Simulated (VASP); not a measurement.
Crystal: SiN.

```
CELL_PARAMETERS angstrom
3.02328 0.00000 0.00000
-1.51164 2.61824 0.00000
0.00000 0.00000 4.96296
ATOMIC_POSITIONS crystal
Si 0.33333 0.66667 0.49960
Si 0.66667 0.33333 0.99960
N 0.33333 0.66667 0.87540
N 0.66667 0.33333 0.37540
```

| Item | Value |
| --- | --- |
| Program | VASP 6.6.1 |
| Task | relaxation of cell and atoms |
| Functional | r2SCAN |
| Potentials or basis | VASP PAW PBE potentials, release 64 (Si, N) |
| Cutoff | 600 eV |
| k mesh | 6 × 6 × 4 |
| Occupations | gaussian, width 0.1 eV |
| Spin | no spin polarisation |

At the start: pressure 1.2 GPa; volume 9.82 Å³/atom.

How do energy, volume and symmetry change on relaxing?

Over 10 steps the energy falls by 249.2 meV/atom and the volume is 9.67 Å³/atom (-1.5 %); space group P6_3mc (No. 186, to 0.05 Å).

The path:
```csv
step,energy change (eV),largest force (eV/Å),pressure (GPa),volume (Å³)
1,0.0000,1.3412,1.23,39.29
2,-0.6068,0.2840,-3.91,39.63
3,-0.7946,0.8990,-6.14,39.79
4,-0.8511,0.9213,1.63,37.75
5,-0.9449,0.8288,-2.87,38.64
6,-0.9765,0.3097,5.24,37.75
7,-0.9901,0.0960,2.10,38.06
8,-0.9956,0.0352,-0.05,38.59
9,-0.9957,0.0262,-0.45,38.69
10,-0.9969,0.0081,-0.06,38.68
```

Final structure:
```
Si N
1.0
     2.81156    0.00000    0.00000
    -1.40578    2.43488    0.00000
     0.00000    0.00000    5.65041
Si N
2 2
Direct
  0.33333 0.66667 0.51528
  0.66667 0.33333 0.01528
  0.33333 0.66667 0.85972
  0.66667 0.33333 0.35972
```

Caveat: the k points lie up to 0.43 Å⁻¹ apart in the final cell; the PAW data sets were made with another functional, which shifts forces and pressure a little; the relaxation stopped at a loose force limit of 0.05 eV/Å, so its end isn't a converged minimum.
